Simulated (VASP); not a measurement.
Write the native input for VASP 6.6.1 that does the following.

```
Task                   : single point
Functional             : PBE
Potentials or basis    : VASP PAW PBE potentials, release 64 (Fe, O)
Cutoff                 : 520 eV
k mesh                 : 5 × 5 × 5
Occupations            : gaussian, width 0.02 eV
Spin                   : collinear spin, antiferromagnetic start
Starting moments       : [-4.0, 4.0, -4.0, 4.0, 0.0, 0.0, 0.0, 0.0, 0.0, 0.0] μB
Hubbard terms          : Fe d U = 4.0 eV
Dipole correction      : no
Further INCAR settings : ALGO = Normal; EDIFF = 1e-06; NBANDS = 49
```

The structure of Fe2O3 lies in POSCAR:

```
Fe2O3
1.0
    2.5519613454      1.4733755697      4.6472692017
   -2.5519613454      1.4733755697      4.6472692017
    0.0000000000     -2.9467511395      4.6472692017
Fe O
4 6
Direct
    0.3553271078      0.3553271078      0.3553271078
    0.1446727512      0.1446727512      0.1446727512
    0.6446728922      0.6446728922      0.6446728922
    0.8553272488      0.8553272488      0.8553272488
    0.5555713291      0.9444285521      0.2500000619
    0.2500000619      0.5555713291      0.9444285521
    0.9444285521      0.2500000619      0.5555713291
    0.4444286709      0.0555714479      0.7499999381
    0.7499999381      0.4444286709      0.0555714479
    0.0555714479      0.7499999381      0.4444286709
```

One way to write it, as run:

INCAR

```
PREC     = Accurate       # precision mode
ENCUT    = 520            # plane-wave cutoff, eV
EDIFF    = 1E-6           # SCF threshold, eV
ISMEAR   = 0              # smearing method
SIGMA    = 0.02           # smearing width, eV
LREAL    = F              # projectors in reciprocal space
LASPH    = T              # aspherical terms in the spheres
NELM     = 150            # most SCF steps
ALGO     = Normal         # electronic algorithm
ISIF     = 2              # what is computed and relaxed
LWAVE    = F              # write WAVECAR
LCHARG   = F              # write CHGCAR
ISPIN    = 2              # spin polarisation
MAGMOM   = -4 4 -4 4 0 0 0 0 0 0 # initial moments
LORBIT   = 11             # projections on sites
LMAXMIX  = 4              # l up to which the mixer works
LDAU     = T              # DFT+U
LDAUTYPE = 2            
LDAUL    = 2 -1           # shell
LDAUU    = 4 0            # U, eV
LDAUJ    = 0 0          
LDAUPRINT= 1            
GGA      = PE             # functional
NBANDS   = 49             # bands
```

KPOINTS

```
regular mesh
0
Gamma
  5 5 5
```

Potentials or basis: VASP PAW PBE potentials, release 64 (Fe, O).

Launch:

```bash
$ cat potpaw_PBE.64/Fe/POTCAR potpaw_PBE.64/O/POTCAR > POTCAR
$ mpirun -np 1 vasp_std > vasp.out
```

It gave:

```json
{
  "Pressure": "-3.5 GPa",
  "Largest force": "0.129 eV/Å",
  "Band gap on the k mesh": "2.15 eV (least direct gap 2.17 eV)",
  "Net moment": "0.00 μB per cell",
  "Site moments": "Fe -4.16, +4.16 (each value once); O +0.00 μB",
  "Valence electrons inside the program's atomic spheres": "Fe 6.69; O 5.02"
}
```

Caveat: the cell stands under tension.

Run time: 5.6 min on 1 thread of Intel(R) Xeon(R) Platinum 8259CL CPU @ 2.50GHz (Skylake/Cascade Lake) (shared host), peak memory 0.38 GiB.
